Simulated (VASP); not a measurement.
Wanted: the native input for a VASP 6.6.1 run.

```
Task                   : single point
Functional             : PBE
Potentials or basis    : VASP PAW PBE potentials, release 64 (Ag)
Cutoff                 : 520 eV
k mesh                 : 20 × 20 × 20
Occupations            : gaussian, width 0.15 eV
Spin                   : no spin polarisation
Dipole correction      : no
Further INCAR settings : ALGO = Fast; EDIFF = 1e-07; NBANDS = 12
```

The structure of Ag lies in POSCAR:

```
Ag
1.0
    0.0000000000      2.0431000000      1.8796520000
    2.0431000000      0.0000000000      1.8796520000
    2.0431000000      2.0431000000      0.0000000000
Ag
1
Direct
    0.0000000000      0.0000000000      0.0000000000
```

This cell differs from its parent crystal: strain +0.000 along x and y, -0.080 along z.

These files were run (other wordings do the same):

INCAR

```
SYSTEM = Ag
PREC = Accurate
ENCUT = 520
EDIFF = 1E-7
ISMEAR = 0
SIGMA = 0.15
LREAL = .FALSE.
LASPH = .TRUE.
NELM = 60
ALGO = Fast
ISIF = 2
LWAVE = .FALSE.
LCHARG = .FALSE.
GGA = PE
NBANDS = 12
```

KPOINTS

```
Automatic mesh
0
G
  20 20 20
  0 0 0
```

Potentials or basis: VASP PAW PBE potentials, release 64 (Ag).

Run with:

```console
$ cat potpaw_PBE.64/Ag/POTCAR > POTCAR
$ mpirun -np 1 vasp_std > vasp.out
```

It gave:

The pressure is 16.9 GPa.

Caveat: the cell differs from its parent crystal (strain +0.000 along x and y, -0.080 along z).

Run time: 44 s on 1 thread of Intel(R) Xeon(R) 6975P-C (Granite Rapids), on a shared host, peak memory 0.23 GiB.
